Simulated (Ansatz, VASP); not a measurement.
## Two plane-wave programs on Ge

File INCAR:

```
SYSTEM = Ge
PREC = Accurate
ENCUT = 520
EDIFF = 1E-7
ISMEAR = 0
SIGMA = 0.015
LREAL = .FALSE.
LASPH = .TRUE.
NELM = 60
ALGO = Normal
ISIF = 2
LWAVE = .FALSE.
LCHARG = .FALSE.
GGA = PE
NBANDS = 21
```

Contents of KPOINTS:

```
Automatic mesh
0
G
  10 10 6
  0 0 0
```

The input POSCAR:

```
Ge
1.0
    1.4880529250     -2.5946896100      0.0000000000
    1.4880529250      2.5946896100      0.0000000000
    0.0000000000      0.0000000000      4.7275957900
Ge
2
Direct
    0.3334466300      0.6665533700      0.2500000000
    0.6665533700      0.3334466300      0.7500000000
```

The input input.yaml:

```yaml
crystal:
  lattice:
    - [1.488052925, -2.59468961, 0.0]
    - [1.488052925, 2.59468961, 0.0]
    - [0.0, 0.0, 4.72759579]
  atoms:
    - { symbol: Ge, position: [0.33344663, 0.66655337, 0.25] }
    - { symbol: Ge, position: [0.66655337, 0.33344663, 0.75] }
hamiltonian:
  xc: pbe
  pseudopotentials: { kind: paw }
kpoints:
  mp_grid: { grid: [10, 10, 6] }
scf:
  occupations: { method: gaussian, width: 0.015 }
output:
  forces: true
  stress: true
  eigenvalues: true
  write_density: true
  write_potential: true
  elf: true
  volumetric_format: npy
```

Alike in both runs: task single point; functional PBE; k mesh 10 × 10 × 6; occupations gaussian, width 0.015 eV; no spin polarisation.

|  | VASP | Ansatz |
| --- | --- | --- |
| version | VASP 6.6.1 | Ansatz 0.2.0 |
| potentials or method | VASP PAW PBE potentials, release 64 (Ge_d) | Ansatz PAW |
| plane-wave cutoff (eV) | 520 | 420 |
| valence electrons in the cell | 28 | 28 |

|  | VASP | Ansatz | Ansatz less VASP |
| --- | --- | --- | --- |
| gap on the k mesh at the Fermi level (eV) | none | none | - |
| pressure (GPa) | 4.4 | 4.3 | -0.04 |
| traceless stress, the component that is largest in VASP (GPa) | -1.19 | -1.19 | -0.002 |
| rms of the force components (eV/Å) | 0.009 | 0.009 | +0.0001 |

Atom by atom the forces differ by 0.000 eV/Å (rms over components). A gap of «none» marks a metal or a gap that the smearing closes.
